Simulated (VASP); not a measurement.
LiH:

```
Li H
1.0
    -0.06695    2.03139    2.03139
     2.03139   -0.06695    2.03139
     2.03139    2.03139   -0.06695
Li H
1 1
Direct
  0.00000 0.00000 0.00000
  0.50000 0.50000 0.50000
```

This cell differs from its parent crystal: epitaxial 111 strain +4.8%.

Base run:

| Item | Value |
| --- | --- |
| Program | VASP 6.6.1 |
| Functional | r2SCAN |
| Potentials or basis | VASP PAW PBE potentials, release 64 (Li_sv, H) |
| Cutoff | 520 eV |
| k mesh | 10 × 10 × 10 |
| Occupations | gaussian, width 0.01 eV |
| Spin | no spin polarisation |

Its results: band gap on the k mesh 3.63 eV.

Q: The run is repeated on the same cell with these changes: functional from r2SCAN to HSE06; k mesh from 10 × 10 × 10 to 8 × 8 × 8. What comes out?

A: Band gap on the k mesh 4.01 eV.

Several settings changed at once.

A k mesh can miss the band edges.
